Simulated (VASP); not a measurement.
# MgZrC in VASP: notebook

The runs below take MgZrC through single point, relaxation of cell and atoms, with PBE.

Everything below comes from runs of VASP 6.6.1. Logs are shortened: lines on timing, memory, paths and dates and some standing lists are left out, and cuts for length are marked.

**1. The cell of the first run**

Symmetry: P4/mmm, No. 123, tetragonal system. Conventional cell: a = 3.273 Å, b = 3.273 Å, c = 4.506 Å, α = 90.00°, β = 90.00°, γ = 90.00°. Mg (site symmetry 4/mmm) has 2 C at 2.25 Å within 3.0 Å. Within 3.1 Å of Zr (site symmetry 4/mmm) lie 4 C at 2.31 Å. C (site symmetry 4/mmm) has 2 Mg at 2.25 Å and 4 Zr at 2.31 Å within 3.0 Å.

**2. Single point, PBE**

The input, INCAR:

```
PREC = Accurate
ENCUT = 520
EDIFF = 1E-6
ISMEAR = 0
SIGMA = 0.1
LREAL = False
LASPH = True
NELM = 80
ALGO = Normal
ISIF = 2
LWAVE = False
LCHARG = False
GGA = PE
NBANDS = 16
```

The input, KPOINTS:

```
Automatic mesh
0
Gamma
  14 14 10
```

The input, POSCAR:

```
MgZrC
1.0
    3.2730122944      0.0000000000      0.0000000000
    0.0000000000      3.2730122944      0.0000000000
    0.0000000000      0.0000000000      4.5062557186
Mg Zr C
1 1 1
Direct
    0.5000000000      0.5000000000      0.5000000000
    0.0000000000      0.0000000000      0.0000000000
    0.5000000000      0.5000000000      0.0000000000
```

Potentials or basis: VASP PAW PBE potentials, release 64 (Mg, Zr_sv, C).

Launch:

```console
cat potpaw_PBE.64/Mg/POTCAR potpaw_PBE.64/Zr_sv/POTCAR potpaw_PBE.64/C/POTCAR > POTCAR
mpirun -np 1 vasp_std > vasp.out
```

OUTCAR:

```text
PREC = Accurate
   ENCUT = 520
   EDIFF = 1E-6
   ISMEAR = 0
   LREAL = False
   LASPH = True
   NELM = 80
   ISIF = 2
   GGA = PE

 ion  position               nearest neighbor table
   1  0.500  0.500  0.500-   3 2.25   3 2.25   2 3.23   2 3.23   2 3.23   2 3.23   2 3.23   2 3.23
                             2 3.23   2 3.23
   2  0.000  0.000  0.000-   3 2.31   3 2.31   3 2.31   3 2.31   1 3.23   1 3.23   1 3.23   1 3.23
                             1 3.23   1 3.23   1 3.23   1 3.23
   3  0.500  0.500  0.000-   1 2.25   1 2.25   2 2.31   2 2.31   2 2.31   2 2.31

  LATTYP: Found a simple tetragonal cell.
 ALAT       =     3.2730122944
 C/A-ratio  =     1.3767915649

  Lattice vectors:

 A1 = (   3.2730122944,   0.0000000000,   0.0000000000)
 A2 = (   0.0000000000,   3.2730122944,   0.0000000000)
 A3 = (   0.0000000000,   0.0000000000,   4.5062557186)

Analysis of symmetry for initial positions (statically):
=====================================================================
 Subroutine PRICEL returns:
 Original cell was already a primitive cell.

 Routine SETGRP: Setting up the symmetry group for a
 simple tetragonal supercell.

 Subroutine GETGRP returns: Found 16 space group operations
 (whereof 16 operations were pure point group operations)
 out of a pool of 16 trial point group operations.

The static configuration has the point symmetry D_4h.

Analysis of symmetry for dynamics (positions and initial velocities):
=====================================================================
 Subroutine PRICEL returns:
 Original cell was already a primitive cell.

 Routine SETGRP: Setting up the symmetry group for a
 simple tetragonal supercell.

 Subroutine GETGRP returns: Found 16 space group operations
 (whereof 16 operations were pure point group operations)
 out of a pool of 16 trial point group operations.

The dynamic configuration has the point symmetry D_4h.

 Subroutine INISYM returns: Found 16 space group operations
 (whereof 16 operations are pure point group operations),
 and found     1 'primitive' translations

----------------------------------------------------------------------------------------

                                     Primitive cell

  volume of cell :      48.2738

  direct lattice vectors                    reciprocal lattice vectors
     3.273012294  0.000000000  0.000000000     0.305528947  0.000000000  0.000000000
     0.000000000  3.273012294  0.000000000     0.000000000  0.305528947  0.000000000
     0.000000000  0.000000000  4.506255719     0.000000000  0.000000000  0.221913727

  length of vectors
     3.273012294  3.273012294  4.506255719     0.305528947  0.305528947  0.221913727

  position of ions in fractional coordinates (direct lattice)
     0.500000000  0.500000000  0.500000000
     0.000000000  0.000000000  0.000000000
     0.500000000  0.500000000  0.000000000

  ion indices of the primitive-cell ions
   primitive index   ion index
                 1           1
                 2           2
                 3           3

----------------------------------------------------------------------------------------

 KPOINTS: Automatic mesh

Automatic generation of k-mesh.
 Grid dimensions read from file:
 generate k-points for:   14   14   10

 Generating k-lattice:

  Cartesian coordinates                     Fractional coordinates (reciprocal lattice)
     0.021823496  0.000000000  0.000000000     0.071428571  0.000000000  0.000000000
     0.000000000  0.021823496  0.000000000     0.000000000  0.071428571  0.000000000
     0.000000000  0.000000000  0.022191373     0.000000000  0.000000000  0.100000000

  Length of vectors
     0.021823496  0.021823496  0.022191373

  Shift w.r.t. Gamma in fractional coordinates (k-lattice)
     0.000000000  0.000000000  0.000000000

 Subroutine IBZKPT returns following result:
 ===========================================

 Found    216 irreducible k-points:

 Following reciprocal coordinates:
            Coordinates               Weight
  0.000000  0.000000  0.000000      1.000000
  0.071429  0.000000  0.000000      4.000000
  0.142857  0.000000  0.000000      4.000000
  0.214286  0.000000  0.000000      4.000000
  0.285714  0.000000  0.000000      4.000000
  0.357143  0.000000  0.000000      4.000000
[... 16 lines left out ...]
  0.285714  0.214286  0.000000      8.000000
  0.357143  0.214286  0.000000      8.000000
 [... further k-points ...]
   k-points           NKPTS =    216   k-points in BZ     NKDIM =    216   number of bands    NBANDS=     16
   number of dos      NEDOS =    301   number of ions     NIONS =      3
   total plane-waves  NPLWV =  20736
   dimension x,y,z NGX =    24 NGY =   24 NGZ =   36
   dimension x,y,z NGXF=    48 NGYF=   48 NGZF=   72
   ions per type =               1   1   1
   NGX,Y,Z   is equivalent  to a cutoff of  12.19, 12.19, 13.28 a.u.
   NGXF,Y,Z  is equivalent  to a cutoff of  24.38, 24.38, 26.56 a.u.
 SYSTEM =  unknown system
   PREC   = accura    normal or accurate (medium, high low for compatibility)
   ISTART =      0    job   : 0-new  1-cont  2-samecut
   ICHARG =      2    charge: 1-file 2-atom 10-const
   ISPIN  =      1    spin polarized calculation?
   LNONCOLLINEAR =      F non collinear calculations
   LSORBIT =      F    spin-orbit coupling
   LASPH  =      T    aspherical Exc in radial PAW
   ENCUT  =  520.0 eV  38.22 Ry    6.18 a.u.   6.09  6.09  8.38*2*pi/ulx,y,z
   NELM   =     80;   NELMIN=  2; NELMDL= -5     # of ELM steps
   EDIFF  = 0.1E-05   stopping-criterion for ELM
   LREAL  =      F    real-space projection
   EDIFFG = 0.1E-04   stopping-criterion for IOM
   NSW    =      0    number of steps for IOM
   IBRION =     -1    ionic relax: 0-MD 1-quasi-New 2-CG
   NFREE  =      0    steps in history (QN), initial steepest desc. (CG)
   ISIF   =      2    stress and relaxation
   ISYM   =      2    0-nonsym 1-usesym 2-fastsym
   POTIM  = 0.5000    time-step for ionic-motion
   TEBEG  =    0.0;   TEEND  =   0.0 temperature during run
   PSTRESS=    0.0 pullay stress
   NELECT =      18.0000    total number of electrons
   NUPDOWN=      -1.0000    fix difference up-down
   EMIN   =  10.00;   EMAX   =-10.00  energy-range for DOS
   EFERMI =   0.00;   METHOD = LEGACY
   ISMEAR =     0;   SIGMA  =   0.10  broadening in eV -4-tet -1-fermi 0-gaus
   EFERMI_NEDOS =   21; number of points for ismear=-14 and -15
   IALGO  =     38    algorithm
   IMIX   =      4    mixing-type and parameters
     AMIX     =   0.40;   BMIX     =  1.00
     AMIX_MAG =   1.60;   BMIX_MAG =  1.00
  volume/ion in A,a.u.               =      16.09       108.59
  Fermi-wavevector in a.u.,A,eV,Ry     =   1.178317  2.226695 18.890734  1.388430
  Thomas-Fermi vector in A             =   2.314648
   LORBIT       =      0    0 simple, 1 ext, 2 COOP (PROOUT), +10 PAW based schemes
   GGA     = PE    functional components
   LHFCALC =     F    Hartree Fock is set to
   AEXX    =    0.0000 exact exchange contribution
   IVDW    =     0    specifies the selected vdW correction
   LEPSILON=     F    determine dielectric tensor
   LRPA    =     F    only Hartree local field effects (RPA)
 non-spin polarized calculation
 Gauss-broadening in eV      SIGMA  =   0.10
  energy-cutoff  :      520.00
  volume of cell :       48.27
 maximum number of plane-waves:      1328
   NGX = 13   NGY = 13   NGZ = 17

 number of electron      18.0000001 magnetization

 Free energy of the ion-electron system (eV)
  ---------------------------------------------------
  ext. energy  EPLUGINS =         0.00000000
  ---------------------------------------------------
  free energy    TOTEN  =       -20.20968864 eV

  energy without entropy =      -20.20599382  energy(sigma->0) =      -20.20784123

 E-fermi :   6.4932     XC(G=0): -10.5013

 val. band max:        6.4883472636   @ k =   0.0714   0.0714   0.4000
 cond. band min:       6.4992729769   @ k =   0.0714   0.0000   0.4000
 fundamental gap:      0.0109257133
 Fermi energy:         6.4932020702

 k-point     1 :       0.0000    0.0000    0.0000
  band No.  band energies     occupation
      1     -42.0679      2.00000
      2     -20.3049      2.00000
      3     -19.8617      2.00000
      4     -19.8617      2.00000
      5      -4.6616      2.00000
      6       2.6054      2.00000
[... 8 lines left out ...]
     15      14.6203      0.00000
     16      15.5143      0.00000

 k-point     2 :       0.0714    0.0000    0.0000
  band No.  band energies     occupation
      1     -42.0660      2.00000
      2     -20.3023      2.00000
      3     -19.8893      2.00000
      4     -19.8582      2.00000
      5      -4.5834      2.00000
      6       2.6636      2.00000
[... 8 lines left out ...]
     15      14.3439      0.00000
     16      14.5298      0.00000

 k-point     3 :       0.1429    0.0000    0.0000
  band No.  band energies     occupation
      1     -42.0604      2.00000
      2     -20.2949      2.00000
      3     -19.9658      2.00000
      4     -19.8482      2.00000
      5      -4.3572      2.00000
      6       2.8300      2.00000
[... 8 lines left out ...]
     15      13.5643      0.00000
     16      14.2473      0.00000

 k-point     4 :       0.2143    0.0000    0.0000
  band No.  band energies     occupation
      1     -42.0523      2.00000
      2     -20.2842      2.00000
      3     -20.0743      2.00000
      4     -19.8338      2.00000
      5      -4.0080      2.00000
      6       3.0458      2.00000
[... 8 lines left out ...]
     15      13.5257      0.00000
     16      13.7745      0.00000
[... 324 lines left out ...]
 k-point    22 :       0.2143    0.2143    0.0000
  band No.  band energies     occupation
      1     -42.0368      2.00000
      2     -20.2645      2.00000
      3     -20.0528      2.00000
      4     -20.0267      2.00000
      5      -3.6407      2.00000
      6       2.8841      2.00000
[... 8 lines left out ...]
     15      12.0090      0.00000
     16      13.3894      0.00000

 k-point    23 :       0.2857    0.2143    0.0000
  band No.  band energies     occupation
      1     -42.0279      2.00000
      2     -20.2532      2.00000
      3     -20.1553      2.00000
      4     -20.0186      2.00000
      5      -3.4435      2.00000
      6       2.6694      2.00000
[... 8 lines left out ...]
     15      12.4762      0.00000
     16      13.4463      0.00000

 k-point    24 :       0.3571    0.2143    0.0000
  band No.  band energies     occupation
      1     -42.0198      2.00000
      2     -20.2555      2.00000
      3     -20.2430      2.00000
      4     -20.0014      2.00000
      5      -3.2768      2.00000
      6       2.5330      2.00000
[... 8 lines left out ...]
     15      13.2614      0.00000
     16      13.6302      0.00000

 [... further k-points ...]
[... 5 lines left out ...]
  --------------------------------------------------------------------------------------
  -------------------------------------------------------------------------------------
  Total        0.0247574      0.0247574     -0.0457402      0.0000000      0.0000000      0.0000000
  in kB        0.8216835      0.8216835     -1.5180910      0.0000000      0.0000000      0.0000000
  external PRESSURE =       0.0417587 kB  Pullay stress =       0.0000000 kB

 VOLUME and BASIS-vectors are now :
 -----------------------------------------------------------------------------
  energy-cutoff  :      520.00
  volume of cell :       48.27
      direct lattice vectors                 reciprocal lattice vectors
     3.273012294  0.000000000  0.000000000     0.305528947  0.000000000  0.000000000
     0.000000000  3.273012294  0.000000000     0.000000000  0.305528947  0.000000000
     0.000000000  0.000000000  4.506255719     0.000000000  0.000000000  0.221913727

 POSITION                                       TOTAL-FORCE (eV/Angst)
 -----------------------------------------------------------------------------------
      1.63651      1.63651      2.25313         0.000000      0.000000      0.000000
      0.00000      0.00000      0.00000         0.000000      0.000000      0.000000
      1.63651      1.63651      0.00000         0.000000      0.000000      0.000000
 -----------------------------------------------------------------------------------
    total drift:                                0.000000     -0.000000     -0.000000

  FREE ENERGIE OF THE ION-ELECTRON SYSTEM (eV)
  ---------------------------------------------------
  free  energy   TOTEN  =       -20.2096886422 eV

  energy  without entropy=      -20.2059938244  energy(sigma->0) =      -20.20784123
```

Run time: 3.2 min. Hardware: 1 thread of Oxide Virtual Turin-like, shared host; peak memory 0.28 GiB.

Results:

```yaml
Free_energy: -20.2097 eV
Pressure: 0.0 GPa
Band_gap_on_the_k_mesh: zero (band 9 reaches 7.36 eV, above the bottom of band 10 at 5.10 eV)
```

Levels at points of the mesh, in eV from the Fermi level:
| k point | band 5 | band 6 | band 7 | band 8 | band 9 | band 10 | band 11 | band 12 | band 13 | band 14 |
| --- | --- | --- | --- | --- | --- | --- | --- | --- | --- | --- |
| (0.00, 0.00, 0.00) | -11.15 | -3.89 | -2.86 | -1.05 | 0.25 | 0.25 | 2.61 | 2.61 | 3.36 | 5.44 |
| (0.50, 0.00, 0.00) | -9.10 | -5.00 | -3.62 | -2.95 | -1.60 | 0.74 | 3.17 | 4.38 | 4.67 | 4.85 |
| (0.50, 0.50, 0.00) | -10.33 | -1.86 | -1.86 | -1.48 | -0.01 | 0.02 | 0.02 | 3.51 | 3.51 | 5.55 |
| (0.00, 0.00, 0.50) | -10.88 | -5.42 | -0.90 | 0.31 | 0.31 | 0.94 | 1.35 | 2.13 | 2.13 | 3.39 |
| (0.50, 0.00, 0.50) | -8.87 | -4.91 | -4.65 | -2.94 | -0.89 | 1.87 | 2.81 | 3.46 | 4.79 | 5.41 |
| (0.50, 0.50, 0.50) | -10.21 | -2.29 | -1.41 | -1.41 | -1.39 | -1.39 | 2.68 | 3.10 | 5.56 | 6.67 |

[end of part 1 of 2]
